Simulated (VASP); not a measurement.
# La (Pm-3m) in VASP: further runs

Runs on La. Level: PBEsol. Tasks: single point.

All numbers are computed with VASP 6.6.1; they aren't measurements. Logs are shortened: lines on timing, memory, paths and dates and some standing lists are left out, and cuts for length are marked.

### 1 The cell of the first run

Symmetry: Pm-3m, No. 221, cubic system. The conventional cell has a = 3.179 Å, b = 3.179 Å, c = 3.179 Å, α = 90.00°, β = 90.00°, γ = 90.00°. La (site symmetry m-3m) has 6 La at 3.18 Å within 4.2 Å.

### 2 Single point, PBEsol (volume scaled by 0.96)

INCAR reads:

```
SYSTEM = La
  PREC = Accurate
  ENCUT = 520
  EDIFF = 1E-7
  ISMEAR = -1
  SIGMA = 0.1
  LREAL = .FALSE.
  LASPH = .TRUE.
  NELM = 100
  ALGO = Normal
  ISIF = 2
  LWAVE = .FALSE.
  LCHARG = .TRUE.
  GGA = PS
  LELF = .TRUE.
  LVHAR = .TRUE.
  NBANDS = 12
```

KPOINTS reads:

```
regular mesh
0
G
  11 11 11
  0 0 0
```

POSCAR reads:

```
La
1.0
    3.1786013858      0.0000000000      0.0000000000
    0.0000000000      3.1786013858      0.0000000000
    0.0000000000      0.0000000000      3.1786013858
La
1
Direct
    0.0000000000      0.0000000000      0.0000000000
```

Potentials or basis: VASP PAW PBE potentials, release 64 (La).

Started as:

```console
$ cat potpaw_PBE.64/La/POTCAR > POTCAR
$ mpirun -np 1 vasp_std > vasp.out
```

OUTCAR:

```text
SYSTEM = La
   PREC = Accurate
   ENCUT = 520
   EDIFF = 1E-7
   ISMEAR = -1
   LREAL = .FALSE.
   LASPH = .TRUE.
   NELM = 100
   ISIF = 2
   GGA = PS

 ion  position               nearest neighbor table
   1  0.000  0.000  0.000-

  LATTYP: Found a simple cubic cell.
 ALAT       =     3.1786013858

  Lattice vectors:

 A1 = (   3.1786013858,   0.0000000000,   0.0000000000)
 A2 = (   0.0000000000,   3.1786013858,   0.0000000000)
 A3 = (   0.0000000000,   0.0000000000,   3.1786013858)

Analysis of symmetry for initial positions (statically):
=====================================================================
 Subroutine PRICEL returns:
 Original cell was already a primitive cell.

 Routine SETGRP: Setting up the symmetry group for a
 simple cubic supercell.

 Subroutine GETGRP returns: Found 48 space group operations
 (whereof 48 operations were pure point group operations)
 out of a pool of 48 trial point group operations.

The static configuration has the point symmetry O_h .

Analysis of symmetry for dynamics (positions and initial velocities):
=====================================================================
 Subroutine PRICEL returns:
 Original cell was already a primitive cell.

 Routine SETGRP: Setting up the symmetry group for a
 simple cubic supercell.

 Subroutine GETGRP returns: Found 48 space group operations
 (whereof 48 operations were pure point group operations)
 out of a pool of 48 trial point group operations.

The dynamic configuration has the point symmetry O_h .

 Subroutine INISYM returns: Found 48 space group operations
 (whereof 48 operations are pure point group operations),
 and found     1 'primitive' translations

----------------------------------------------------------------------------------------

                                     Primitive cell

  volume of cell :      32.1150

  direct lattice vectors                    reciprocal lattice vectors
     3.178601386  0.000000000  0.000000000     0.314603777  0.000000000  0.000000000
     0.000000000  3.178601386  0.000000000     0.000000000  0.314603777  0.000000000
     0.000000000  0.000000000  3.178601386     0.000000000  0.000000000  0.314603777

  length of vectors
     3.178601386  3.178601386  3.178601386     0.314603777  0.314603777  0.314603777

  position of ions in fractional coordinates (direct lattice)
     0.000000000  0.000000000  0.000000000

  ion indices of the primitive-cell ions
   primitive index   ion index
                 1           1

----------------------------------------------------------------------------------------

 KPOINTS: regular mesh

Automatic generation of k-mesh.
 Grid dimensions read from file:
 generate k-points for:   11   11   11

 Generating k-lattice:

  Cartesian coordinates                     Fractional coordinates (reciprocal lattice)
     0.028600343  0.000000000  0.000000000     0.090909091  0.000000000  0.000000000
     0.000000000  0.028600343  0.000000000     0.000000000  0.090909091  0.000000000
     0.000000000  0.000000000  0.028600343     0.000000000  0.000000000  0.090909091

  Length of vectors
     0.028600343  0.028600343  0.028600343

  Shift w.r.t. Gamma in fractional coordinates (k-lattice)
     0.000000000  0.000000000  0.000000000

 Subroutine IBZKPT returns following result:
 ===========================================

 Found     56 irreducible k-points:

 Following reciprocal coordinates:
            Coordinates               Weight
  0.000000  0.000000  0.000000      1.000000
  0.090909  0.000000  0.000000      6.000000
  0.181818  0.000000  0.000000      6.000000
  0.272727  0.000000  0.000000      6.000000
  0.363636  0.000000  0.000000      6.000000
  0.454545  0.000000  0.000000      6.000000
[... 16 lines left out ...]
  0.181818  0.090909  0.090909     24.000000
  0.272727  0.090909  0.090909     24.000000
 [... further k-points ...]
   k-points           NKPTS =     56   k-points in BZ     NKDIM =     56   number of bands    NBANDS=     12
   number of dos      NEDOS =    301   number of ions     NIONS =      1
   total plane-waves  NPLWV =  13824
   dimension x,y,z NGX =    24 NGY =   24 NGZ =   24
   dimension x,y,z NGXF=    48 NGYF=   48 NGZF=   48
   ions per type =               1
   NGX,Y,Z   is equivalent  to a cutoff of  12.55, 12.55, 12.55 a.u.
   NGXF,Y,Z  is equivalent  to a cutoff of  25.10, 25.10, 25.10 a.u.
 SYSTEM =  La
   PREC   = accura    normal or accurate (medium, high low for compatibility)
   ISTART =      0    job   : 0-new  1-cont  2-samecut
   ICHARG =      2    charge: 1-file 2-atom 10-const
   ISPIN  =      1    spin polarized calculation?
   LNONCOLLINEAR =      F non collinear calculations
   LSORBIT =      F    spin-orbit coupling
   LASPH  =      T    aspherical Exc in radial PAW
   ENCUT  =  520.0 eV  38.22 Ry    6.18 a.u.   5.91  5.91  5.91*2*pi/ulx,y,z
   NELM   =    100;   NELMIN=  2; NELMDL= -5     # of ELM steps
   EDIFF  = 0.1E-06   stopping-criterion for ELM
   LREAL  =      F    real-space projection
   EDIFFG = 0.1E-05   stopping-criterion for IOM
   NSW    =      0    number of steps for IOM
   IBRION =     -1    ionic relax: 0-MD 1-quasi-New 2-CG
   NFREE  =      0    steps in history (QN), initial steepest desc. (CG)
   ISIF   =      2    stress and relaxation
   ISYM   =      2    0-nonsym 1-usesym 2-fastsym
   POTIM  = 0.5000    time-step for ionic-motion
   TEBEG  =    0.0;   TEEND  =   0.0 temperature during run
   PSTRESS=    0.0 pullay stress
   NELECT =      11.0000    total number of electrons
   NUPDOWN=      -1.0000    fix difference up-down
   EMIN   =  10.00;   EMAX   =-10.00  energy-range for DOS
   EFERMI =   0.00;   METHOD = LEGACY
   ISMEAR =    -1;   SIGMA  =   0.10  broadening in eV -4-tet -1-fermi 0-gaus
   EFERMI_NEDOS =   21; number of points for ismear=-14 and -15
   IALGO  =     38    algorithm
   IMIX   =      4    mixing-type and parameters
     AMIX     =   0.40;   BMIX     =  1.00
     AMIX_MAG =   1.60;   BMIX_MAG =  1.00
  volume/ion in A,a.u.               =      32.12       216.72
  Fermi-wavevector in a.u.,A,eV,Ry     =   1.145433  2.164554 17.851069  1.312017
  Thomas-Fermi vector in A             =   2.282121
   LORBIT       =      0    0 simple, 1 ext, 2 COOP (PROOUT), +10 PAW based schemes
   GGA     = PS    functional components
   LHFCALC =     F    Hartree Fock is set to
   AEXX    =    0.0000 exact exchange contribution
   IVDW    =     0    specifies the selected vdW correction
   LEPSILON=     F    determine dielectric tensor
   LRPA    =     F    only Hartree local field effects (RPA)
 non-spin polarized calculation
  energy-cutoff  :      520.00
  volume of cell :       32.12
 maximum number of plane-waves:       885
 NGX is ok and might be reduce to    24
   NGX = 11   NGY = 11   NGZ = 11

 number of electron      10.9999998 magnetization

 Free energy of the ion-electron system (eV)
  ---------------------------------------------------
  ext. energy  EPLUGINS =         0.00000000
  ---------------------------------------------------
  free energy    TOTEN  =        -4.88649715 eV

  energy without entropy =       -4.82468718  energy(sigma->0) =       -4.85559216

 E-fermi :   9.0396     XC(G=0): -10.2349

 val. band max:        9.0121330420   @ k =   0.4545   0.0909   0.0000
 cond. band min:       9.0494578538   @ k =   0.2727   0.1818   0.0000
 fundamental gap:      0.0373248118
 Fermi energy:         9.0396272953

 k-point     1 :       0.0000    0.0000    0.0000
  band No.  band energies     occupation
      1     -23.9942      2.00000
      2      -6.2551      2.00000
      3      -6.2551      2.00000
      4      -6.2551      2.00000
      5       6.3141      2.00000
      6       7.6748      2.00000
      7       7.6748      2.00000
      8      11.2563      0.00000
      9      11.2563      0.00000
     10      11.2563      0.00000
     11      11.5514      0.00000
     12      11.5514      0.00000

 k-point     2 :       0.0909    0.0000    0.0000
  band No.  band energies     occupation
      1     -23.9662      2.00000
      2      -6.5169      2.00000
      3      -6.2327      2.00000
      4      -6.2327      2.00000
      5       6.5366      2.00000
      6       7.7337      2.00000
      7       8.0207      1.99992
      8      11.2217      0.00000
      9      11.2681      0.00000
     10      11.2681      0.00000
     11      11.5009      0.00000
     12      11.5576      0.00000

 k-point     3 :       0.1818    0.0000    0.0000
  band No.  band energies     occupation
      1     -23.8895      2.00000
      2      -7.1616      2.00000
      3      -6.1722      2.00000
      4      -6.1722      2.00000
      5       6.9798      2.00000
      6       7.9019      1.99998
      7       9.0880      0.76261
      8      11.1189      0.00000
      9      11.3023      0.00000
     10      11.3023      0.00000
     11      11.3397      0.00000
     12      11.5789      0.00000

 k-point     4 :       0.2727    0.0000    0.0000
  band No.  band energies     occupation
      1     -23.7859      2.00000
      2      -7.9114      2.00000
      3      -6.0913      2.00000
      4      -6.0913      2.00000
      5       7.4850      2.00000
      6       8.1513      1.99972
      7      10.5498      0.00000
      8      10.9558      0.00000
      9      11.0478      0.00000
     10      11.3529      0.00000
     11      11.3529      0.00000
     12      11.6276      0.00000

 k-point     5 :       0.3636    0.0000    0.0000
  band No.  band energies     occupation
      1     -23.6874      2.00000
      2      -8.5332      2.00000
      3      -6.0153      2.00000
      4      -6.0153      2.00000
      5       8.0458      1.99990
      6       8.4242      1.99576
      7      10.6041      0.00000
      8      10.7624      0.00000
      9      11.4027      0.00000
     10      11.4027      0.00000
     11      11.7262      0.00000
     12      11.7385      0.00000

 k-point     6 :       0.4545    0.0000    0.0000
  band No.  band energies     occupation
      1     -23.6271      2.00000
      2      -8.8795      2.00000
      3      -5.9694      2.00000
      4      -5.9694      2.00000
      5       8.5393      1.98665
      6       8.6188      1.97070
      7      10.1628      0.00003
      8      10.6149      0.00000
      9      11.4307      0.00000
     10      11.4307      0.00000
     11      11.7023      0.00000
     12      11.9604      0.00000

 k-point     7 :       0.0909    0.0909    0.0000
  band No.  band energies     occupation
      1     -23.9381      2.00000
      2      -6.5070      2.00000
      3      -6.4793      2.00000
      4      -6.2105      2.00000
      5       6.7705      2.00000
      6       7.9517      1.99996
      7       8.1829      1.99962
      8      11.1858      0.00000
      9      11.2530      0.00000
     10      11.2806      0.00000
     11      11.4503      0.00000
     12      11.5678      0.00000

 k-point     8 :       0.1818    0.0909    0.0000
  band No.  band energies     occupation
      1     -23.8616      2.00000
      2      -7.1354      2.00000
      3      -6.4278      2.00000
      4      -6.1503      2.00000
      5       7.2113      2.00000
      6       8.1790      1.99963
      7       9.1428      0.52544
      8      11.0414      0.00000
      9      11.2066      0.00000
     10      11.3167      0.00000
     11      11.3580      0.00000
     12      11.5824      0.00000
[... 166 lines left out ...]
 k-point    20 :       0.4545    0.3636    0.0000
  band No.  band energies     occupation
      1     -23.3295      2.00000
      2      -8.5196      2.00000
      3      -8.1160      2.00000
      4      -5.7449      2.00000
      5       6.6504      2.00000
      6       9.4551      0.03091
      7      10.6661      0.00000
      8      10.9158      0.00000
      9      11.4322      0.00000
     10      11.4701      0.00000
     11      11.5334      0.00000
     12      11.7936      0.00000

 k-point    21 :       0.4545    0.4545    0.0000
  band No.  band energies     occupation
      1     -23.2712      2.00000
      2      -8.4508      2.00000
      3      -8.4457      2.00000
      4      -5.7021      2.00000
      5       6.2126      2.00000
      6       9.7303      0.00200
      7      10.6883      0.00000
      8      10.7284      0.00000
      9      11.4053      0.00000
     10      11.5279      0.00000
     11      11.5494      0.00000
     12      11.9475      0.00000

 k-point    22 :       0.0909    0.0909    0.0909
  band No.  band energies     occupation
      1     -23.9102      2.00000
      2      -6.4965      2.00000
      3      -6.4559      2.00000
      4      -6.4559      2.00000
      5       7.0318      2.00000
      6       8.2372      1.99935
      7       8.2372      1.99935
      8      11.1830      0.00000
      9      11.1830      0.00000
     10      11.3076      0.00000
     11      11.3784      0.00000
     12      11.6088      0.00000

 k-point    23 :       0.1818    0.0909    0.0909
  band No.  band energies     occupation
      1     -23.8338      2.00000
      2      -7.1092      2.00000
      3      -6.4164      2.00000
      4      -6.3927      2.00000
      5       7.4973      2.00000
      6       8.3923      1.99692
      7       9.1941      0.35173
      8      11.0283      0.00000
      9      11.0957      0.00000
     10      11.2866      0.00000
     11      11.3471      0.00000
     12      11.6545      0.00000

 k-point    24 :       0.2727    0.0909    0.0909
  band No.  band energies     occupation
      1     -23.7307      2.00000
      2      -7.8526      2.00000
      3      -6.3298      2.00000
      4      -6.3080      2.00000
      5       7.9598      1.99996
      6       8.6242      1.96908
      7      10.3330      0.00000
      8      10.8017      0.00000
      9      10.8775      0.00000
     10      11.2934      0.00000
     11      11.4015      0.00000
     12      11.7127      0.00000

 [... further k-points ...]
[... 5 lines left out ...]
  --------------------------------------------------------------------------------------
  -------------------------------------------------------------------------------------
  Total        0.2505641      0.2505641      0.2505641      0.0000000      0.0000000     -0.0000000
  in kB       12.5003203     12.5003203     12.5003203      0.0000000      0.0000000     -0.0000000
  external PRESSURE =      12.5003203 kB  Pullay stress =       0.0000000 kB

 VOLUME and BASIS-vectors are now :
 -----------------------------------------------------------------------------
  energy-cutoff  :      520.00
  volume of cell :       32.12
      direct lattice vectors                 reciprocal lattice vectors
     3.178601386  0.000000000  0.000000000     0.314603777  0.000000000  0.000000000
     0.000000000  3.178601386  0.000000000     0.000000000  0.314603777  0.000000000
     0.000000000  0.000000000  3.178601386     0.000000000  0.000000000  0.314603777

 POSITION                                       TOTAL-FORCE (eV/Angst)
 -----------------------------------------------------------------------------------
      0.00000      0.00000      0.00000         0.000000      0.000000      0.000000
 -----------------------------------------------------------------------------------
    total drift:                               -0.000000      0.000000      0.000000

  FREE ENERGIE OF THE ION-ELECTRON SYSTEM (eV)
  ---------------------------------------------------
  free  energy   TOTEN  =        -4.8864971492 eV

  energy  without entropy=       -4.8246871775  energy(sigma->0) =       -4.85559216
```

It took 12 s on 1 thread of Intel Xeon 6975P-C (Granite Rapids), shared host; peak memory 0.15 GiB.

Results:

```yaml
Free_energy: -4.8865 eV
Pressure: 1.3 GPa
```

Levels at points of the mesh, in eV from the Fermi level:
| k point | band 3 | band 4 | band 5 | band 6 | band 7 | band 8 | band 9 | band 10 |
| --- | --- | --- | --- | --- | --- | --- | --- | --- |
| (0.00, 0.00, 0.00) | -15.29 | -15.29 | -2.73 | -1.36 | -1.36 | 2.22 | 2.22 | 2.22 |

Caveat: the PAW data sets were made with another functional, which shifts forces and pressure a little; spin-orbit coupling is left out, which moves the levels of the heavy elements.

(Part 1 of 2 ends here.)
